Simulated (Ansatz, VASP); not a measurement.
# Two plane-wave programs on Re

Contents of INCAR:

```
SYSTEM = Re
ALGO = Fast ; EDIFF = 1E-6
ENCUT = 520 ; GGA = PE
ISIF = 2 ; ISMEAR = 0
LASPH = .TRUE. ; LCHARG = .FALSE.
LREAL = .FALSE. ; LWAVE = .FALSE.
NBANDS = 14 ; NELM = 100
PREC = Accurate ; SIGMA = 0.15
```

KPOINTS

```
k-points
0
G
  18 18 10
  0 0 0
```

POSCAR

```
Re
1.0
    2.7748241524      0.0000000000      0.0000000000
   -1.3874120762      2.4030682070      0.0000000000
    0.0000000000      0.0000000000      4.4842238099
Re
2
Direct
    0.3503948549      0.7007897098      0.2229050098
    0.6496051451      0.2992102902      0.7770949902
```

Input for Ansatz:

```yaml
crystal:
  lattice:
    - [2.7748241524, 0.0, 0.0]
    - [-1.3874120762, 2.403068207, 0.0]
    - [0.0, 0.0, 4.4842238099]
  atoms:
    - { symbol: Re, position: [0.3503948549, 0.7007897098, 0.2229050098] }
    - { symbol: Re, position: [0.6496051451, 0.2992102902, 0.7770949902] }
basis:
  ecutwfc: 420
kpoints:
  mp_grid: { grid: [18, 18, 10] }
hamiltonian:
  xc: pbe
scf:
  occupations: { method: gaussian, width: 0.15 }
output:
  forces: true
  stress: true
  eigenvalues: true
```

Change from the starting cell: mode 4 frozen in at -0.121 Å and mode 6 at +0.082 Å (largest displacements).

Alike in both runs: task single point; functional PBE; k mesh 18 × 18 × 10; occupations gaussian, width 0.15 eV; no spin polarisation.

```csv
,VASP,Ansatz
version,VASP 6.6.1,Ansatz 0.2.0
potentials or method,"VASP PAW PBE potentials, release 64 (Re), cutoff 520 eV","scalar-relativistic, plane waves, PAW"
valence electrons in the cell,14,30
```

|  | VASP | Ansatz | Ansatz less VASP |
| --- | --- | --- | --- |
| gap on the k mesh at the Fermi level (eV) | none | none | - |
| pressure (GPa) | 10.3 | 10.9 | +0.51 |
| traceless stress, the component that is largest in VASP (GPa) | -7.17 | -7.57 | -0.393 |
| rms of the force components (eV/Å) | 1.621 | 1.693 | +0.0722 |

Atom by atom the forces differ by 0.072 eV/Å (rms over components). A gap of «none» marks a metal or a gap that the smearing closes. The functional is the same, so the differences come from potentials, cutoffs and numerics. VASP's potentials hold 14 valence electrons a cell and Ansatz's 30, so a difference there can come from the potentials and not from the codes.

Neither program's run includes spin-orbit coupling.
